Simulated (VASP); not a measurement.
# AlCu3 (Pm-3m) in VASP: single point with PBEsol

Aim: the single point of AlCu3 with PBEsol.

Everything below comes from runs of VASP 6.6.1. Logs are shortened: lines on timing, memory, paths and dates and some standing lists are left out, and cuts for length are marked.

### Step 1. The cell of the first run

Symmetry: Pm-3m, No. 221, cubic system. The conventional cell has a = 3.625 Å, b = 3.625 Å, c = 3.625 Å, α = 90.00°, β = 90.00°, γ = 90.00°. Al (site symmetry m-3m) has 12 Cu at 2.56 Å within 3.4 Å. Cu (site symmetry 4/mmm) has 4 Al at 2.56 Å and 8 Cu at 2.56 Å within 3.4 Å.

### Step 2. Single point, PBEsol (strained)

The input, INCAR:

```
SYSTEM = AlCu3
  ALGO = Normal
  EDIFF = 1E-6
  ENCUT = 520
  GGA = PS
  ISIF = 2
  ISMEAR = 0
  LASPH = .TRUE.
  LCHARG = .FALSE.
  LREAL = .FALSE.
  LWAVE = .FALSE.
  NBANDS = 26
  NELM = 80
  PREC = Accurate
  SIGMA = 0.1
```

The input, KPOINTS:

```
k-points
0
G
  12 12 12
  0 0 0
```

The input, POSCAR:

```
AlCu3
1.0
    3.6246458517      0.0000000000      0.0000000000
    0.0000000000      3.6246458517      0.0000000000
    0.0000000000      0.0000000000      3.6246458517
Al Cu
1 3
Direct
    0.0000000000      0.0000000000      0.0000000000
    0.5000000000      0.5000000000      0.0000000000
    0.5000000000      0.0000000000      0.5000000000
    0.0000000000      0.5000000000      0.5000000000
```

Potentials or basis: VASP PAW PBE potentials, release 64 (Al, Cu).

Run with:

```console
$ cat potpaw_PBE.64/Al/POTCAR potpaw_PBE.64/Cu/POTCAR > POTCAR
$ mpirun -np 1 vasp_std > vasp.out
```

OUTCAR:

```text
SYSTEM = AlCu3
   EDIFF = 1E-6
   ENCUT = 520
   GGA = PS
   ISIF = 2
   ISMEAR = 0
   LASPH = .TRUE.
   LREAL = .FALSE.
   NELM = 80
   PREC = Accurate

 ion  position               nearest neighbor table
   1  0.000  0.000  0.000-   2 2.56   3 2.56   4 2.56   3 2.56   4 2.56   2 2.56   4 2.56   4 2.56
                             2 2.56   3 2.56   3 2.56   2 2.56
   2  0.500  0.500  0.000-   1 2.56   3 2.56   4 2.56   3 2.56   4 2.56   1 2.56   3 2.56   3 2.56
                             1 2.56   4 2.56   4 2.56   1 2.56
   3  0.500  0.000  0.500-   1 2.56   2 2.56   4 2.56   1 2.56   2 2.56   2 2.56   4 2.56   2 2.56
                             1 2.56   4 2.56   1 2.56   4 2.56
   4  0.000  0.500  0.500-   1 2.56   2 2.56   3 2.56   1 2.56   2 2.56   1 2.56   3 2.56   1 2.56
                             2 2.56   3 2.56   2 2.56   3 2.56

  LATTYP: Found a simple cubic cell.
 ALAT       =     3.6246458517

  Lattice vectors:

 A1 = (   3.6246458517,   0.0000000000,   0.0000000000)
 A2 = (   0.0000000000,   3.6246458517,   0.0000000000)
 A3 = (   0.0000000000,   0.0000000000,   3.6246458517)

Analysis of symmetry for initial positions (statically):
=====================================================================
 Subroutine PRICEL returns:
 Original cell was already a primitive cell.

 Routine SETGRP: Setting up the symmetry group for a
 simple cubic supercell.

 Subroutine GETGRP returns: Found 48 space group operations
 (whereof 48 operations were pure point group operations)
 out of a pool of 48 trial point group operations.

The static configuration has the point symmetry O_h .

Analysis of symmetry for dynamics (positions and initial velocities):
=====================================================================
 Subroutine PRICEL returns:
 Original cell was already a primitive cell.

 Routine SETGRP: Setting up the symmetry group for a
 simple cubic supercell.

 Subroutine GETGRP returns: Found 48 space group operations
 (whereof 48 operations were pure point group operations)
 out of a pool of 48 trial point group operations.

The dynamic configuration has the point symmetry O_h .

 Subroutine INISYM returns: Found 48 space group operations
 (whereof 48 operations are pure point group operations),
 and found     1 'primitive' translations

----------------------------------------------------------------------------------------

                                     Primitive cell

  volume of cell :      47.6208

  direct lattice vectors                    reciprocal lattice vectors
     3.624645852  0.000000000  0.000000000     0.275889022  0.000000000  0.000000000
     0.000000000  3.624645852  0.000000000     0.000000000  0.275889022  0.000000000
     0.000000000  0.000000000  3.624645852     0.000000000  0.000000000  0.275889022

  length of vectors
     3.624645852  3.624645852  3.624645852     0.275889022  0.275889022  0.275889022

  position of ions in fractional coordinates (direct lattice)
     0.000000000  0.000000000  0.000000000
     0.500000000  0.500000000  0.000000000
     0.500000000  0.000000000  0.500000000
     0.000000000  0.500000000  0.500000000

  ion indices of the primitive-cell ions
   primitive index   ion index
                 1           1
                 2           2
                 3           3
                 4           4

----------------------------------------------------------------------------------------

 KPOINTS: k-points

Automatic generation of k-mesh.
 Grid dimensions read from file:
 generate k-points for:   12   12   12

 Generating k-lattice:

  Cartesian coordinates                     Fractional coordinates (reciprocal lattice)
     0.022990752  0.000000000  0.000000000     0.083333333  0.000000000  0.000000000
     0.000000000  0.022990752  0.000000000     0.000000000  0.083333333  0.000000000
     0.000000000  0.000000000  0.022990752     0.000000000  0.000000000  0.083333333

  Length of vectors
     0.022990752  0.022990752  0.022990752

  Shift w.r.t. Gamma in fractional coordinates (k-lattice)
     0.000000000  0.000000000  0.000000000

 Subroutine IBZKPT returns following result:
 ===========================================

 Found     84 irreducible k-points:

 Following reciprocal coordinates:
            Coordinates               Weight
  0.000000  0.000000  0.000000      1.000000
  0.083333  0.000000  0.000000      6.000000
  0.166667  0.000000  0.000000      6.000000
  0.250000  0.000000  0.000000      6.000000
  0.333333  0.000000  0.000000      6.000000
  0.416667  0.000000  0.000000      6.000000
[... 16 lines left out ...]
  0.333333  0.333333  0.000000     12.000000
  0.416667  0.333333  0.000000     24.000000
 [... further k-points ...]
   k-points           NKPTS =     84   k-points in BZ     NKDIM =     84   number of bands    NBANDS=     26
   number of dos      NEDOS =    301   number of ions     NIONS =      4
   total plane-waves  NPLWV =  21952
   dimension x,y,z NGX =    28 NGY =   28 NGZ =   28
   dimension x,y,z NGXF=    56 NGYF=   56 NGZF=   56
   ions per type =               1   3
   NGX,Y,Z   is equivalent  to a cutoff of  12.84, 12.84, 12.84 a.u.
   NGXF,Y,Z  is equivalent  to a cutoff of  25.68, 25.68, 25.68 a.u.
 SYSTEM =  AlCu3
   PREC   = accura    normal or accurate (medium, high low for compatibility)
   ISTART =      0    job   : 0-new  1-cont  2-samecut
   ICHARG =      2    charge: 1-file 2-atom 10-const
   ISPIN  =      1    spin polarized calculation?
   LNONCOLLINEAR =      F non collinear calculations
   LSORBIT =      F    spin-orbit coupling
   LASPH  =      T    aspherical Exc in radial PAW
   ENCUT  =  520.0 eV  38.22 Ry    6.18 a.u.   6.74  6.74  6.74*2*pi/ulx,y,z
   NELM   =     80;   NELMIN=  2; NELMDL= -5     # of ELM steps
   EDIFF  = 0.1E-05   stopping-criterion for ELM
   LREAL  =      F    real-space projection
   EDIFFG = 0.1E-04   stopping-criterion for IOM
   NSW    =      0    number of steps for IOM
   IBRION =     -1    ionic relax: 0-MD 1-quasi-New 2-CG
   NFREE  =      0    steps in history (QN), initial steepest desc. (CG)
   ISIF   =      2    stress and relaxation
   ISYM   =      2    0-nonsym 1-usesym 2-fastsym
   POTIM  = 0.5000    time-step for ionic-motion
   TEBEG  =    0.0;   TEEND  =   0.0 temperature during run
   PSTRESS=    0.0 pullay stress
   NELECT =      36.0000    total number of electrons
   NUPDOWN=      -1.0000    fix difference up-down
   EMIN   =  10.00;   EMAX   =-10.00  energy-range for DOS
   EFERMI =   0.00;   METHOD = LEGACY
   ISMEAR =     0;   SIGMA  =   0.10  broadening in eV -4-tet -1-fermi 0-gaus
   EFERMI_NEDOS =   21; number of points for ismear=-14 and -15
   IALGO  =     38    algorithm
   IMIX   =      4    mixing-type and parameters
     AMIX     =   0.40;   BMIX     =  1.00
     AMIX_MAG =   1.60;   BMIX_MAG =  1.00
  volume/ion in A,a.u.               =      11.91        80.34
  Fermi-wavevector in a.u.,A,eV,Ry     =   1.491340  2.818225 30.260661  2.224096
  Thomas-Fermi vector in A             =   2.604008
   LORBIT       =      0    0 simple, 1 ext, 2 COOP (PROOUT), +10 PAW based schemes
   GGA     = PS    functional components
   LHFCALC =     F    Hartree Fock is set to
   AEXX    =    0.0000 exact exchange contribution
   IVDW    =     0    specifies the selected vdW correction
   LEPSILON=     F    determine dielectric tensor
   LRPA    =     F    only Hartree local field effects (RPA)
 non-spin polarized calculation
 Gauss-broadening in eV      SIGMA  =   0.10
  energy-cutoff  :      520.00
  volume of cell :       47.62
 maximum number of plane-waves:      1328
 NGX is ok and might be reduce to    28
   NGX = 13   NGY = 13   NGZ = 13

 number of electron      35.9999954 magnetization

 Free energy of the ion-electron system (eV)
  ---------------------------------------------------
  ext. energy  EPLUGINS =         0.00000000
  ---------------------------------------------------
  free energy    TOTEN  =       -17.77787849 eV

  energy without entropy =      -17.77291262  energy(sigma->0) =      -17.77539556

 E-fermi :   8.6896     XC(G=0): -12.5336

 val. band max:        8.6749168640   @ k =   0.2500   0.1667   0.1667
 cond. band min:       8.7548609866   @ k =   0.1667   0.0833   0.0833
 fundamental gap:      0.0799441225
 Fermi energy:         8.6896476829

 k-point     1 :       0.0000    0.0000    0.0000
  band No.  band energies     occupation
      1      -2.0664      2.00000
      2       3.2329      2.00000
      3       3.8090      2.00000
      4       3.8090      2.00000
      5       4.0834      2.00000
      6       4.0834      2.00000
[... 18 lines left out ...]
     25      19.2994      0.00000
     26      20.6171      0.00000

 k-point     2 :       0.0833    0.0000    0.0000
  band No.  band energies     occupation
      1      -1.9850      2.00000
      2       3.2555      2.00000
      3       3.7739      2.00000
      4       3.8528      2.00000
      5       4.0953      2.00000
      6       4.0953      2.00000
[... 18 lines left out ...]
     25      19.0105      0.00000
     26      20.1716      0.00000

 k-point     3 :       0.1667    0.0000    0.0000
  band No.  band energies     occupation
      1      -1.7422      2.00000
      2       3.2830      2.00000
      3       3.6717      2.00000
      4       3.9789      2.00000
      5       4.1296      2.00000
      6       4.1296      2.00000
[... 18 lines left out ...]
     25      18.3359      0.00000
     26      19.2090      0.00000

 k-point     4 :       0.2500    0.0000    0.0000
  band No.  band energies     occupation
      1      -1.3427      2.00000
      2       3.0651      2.00000
      3       3.6457      2.00000
      4       4.1707      2.00000
      5       4.1819      2.00000
      6       4.1819      2.00000
[... 18 lines left out ...]
     25      17.9332      0.00000
     26      18.1881      0.00000
[... 496 lines left out ...]
      1       1.0134      2.00000
      2       1.6440      2.00000
      3       3.8688      2.00000
      4       4.1593      2.00000
      5       4.2634      2.00000
      6       4.4809      2.00000
[... 18 lines left out ...]
     25      18.7343      0.00000
     26      20.2988      0.00000

 k-point    23 :       0.3333    0.3333    0.0000
  band No.  band energies     occupation
      1       0.3807      2.00000
      2       3.1367      2.00000
      3       3.2321      2.00000
      4       4.1983      2.00000
      5       4.2059      2.00000
      6       4.4593      2.00000
[... 18 lines left out ...]
     25      18.3142      0.00000
     26      19.8114      0.00000

 k-point    24 :       0.4167    0.3333    0.0000
  band No.  band energies     occupation
      1       0.9768      2.00000
      2       2.5563      2.00000
      3       3.4245      2.00000
      4       4.2224      2.00000
      5       4.2404      2.00000
      6       4.5706      2.00000
[... 18 lines left out ...]
     25      18.6266      0.00000
     26      19.5302      0.00000

 [... further k-points ...]

------------------------ aborting loop because EDIFF is reached ----------------------------------------

  FORCE on cell =-STRESS in cart. coord.  units (eV):
  Direction    XX          YY          ZZ          XY          YZ          ZX
  --------------------------------------------------------------------------------------
  -------------------------------------------------------------------------------------
  Total        0.4312336      0.4312336      0.4312336      0.0000000      0.0000000     -0.0000000
  in kB       14.5086303     14.5086303     14.5086303      0.0000000      0.0000000     -0.0000000
  external PRESSURE =      14.5086303 kB  Pullay stress =       0.0000000 kB

 VOLUME and BASIS-vectors are now :
 -----------------------------------------------------------------------------
  energy-cutoff  :      520.00
  volume of cell :       47.62
      direct lattice vectors                 reciprocal lattice vectors
     3.624645852  0.000000000  0.000000000     0.275889022  0.000000000  0.000000000
     0.000000000  3.624645852  0.000000000     0.000000000  0.275889022  0.000000000
     0.000000000  0.000000000  3.624645852     0.000000000  0.000000000  0.275889022

 POSITION                                       TOTAL-FORCE (eV/Angst)
 -----------------------------------------------------------------------------------
      0.00000      0.00000      0.00000         0.000000      0.000000      0.000000
      1.81232      1.81232      0.00000         0.000000      0.000000      0.000000
      1.81232      0.00000      1.81232         0.000000      0.000000      0.000000
      0.00000      1.81232      1.81232         0.000000      0.000000      0.000000
 -----------------------------------------------------------------------------------
    total drift:                                0.000000      0.000000      0.000000

  FREE ENERGIE OF THE ION-ELECTRON SYSTEM (eV)
  ---------------------------------------------------
  free  energy   TOTEN  =       -17.7778784918 eV

  energy  without entropy=      -17.7729126212  energy(sigma->0) =      -17.77539556
```

Run time: 2.1 min. Hardware: 1 thread of Intel Xeon 8259CL, shared host; peak memory 0.22 GiB.

What came out:

* Free energy: -17.7779 eV
* Pressure: 1.5 GPa
* Band gap on the k mesh: zero (bands 18 and 19 overlap by 5.57 eV)

Levels at points of the mesh, in eV from the Fermi level:
| k point | band 16 | band 17 | band 18 | band 19 | band 20 | band 21 |
| --- | --- | --- | --- | --- | --- | --- |
| (0.00, 0.00, 0.00) | -2.06 | -0.29 | -0.29 | -0.29 | 4.44 | 4.44 |
| (0.50, 0.00, 0.00) | -2.49 | -2.06 | 3.84 | 3.84 | 3.93 | 3.93 |
| (0.50, 0.50, 0.00) | -2.77 | -2.36 | -1.20 | -1.20 | 6.43 | 6.48 |
| (0.50, 0.50, 0.50) | -2.23 | -2.23 | -2.23 | -1.47 | 1.39 | 1.81 |

Caveat: the cell differs from its parent crystal (strained); the PAW data sets were made with another functional, which shifts forces and pressure a little.
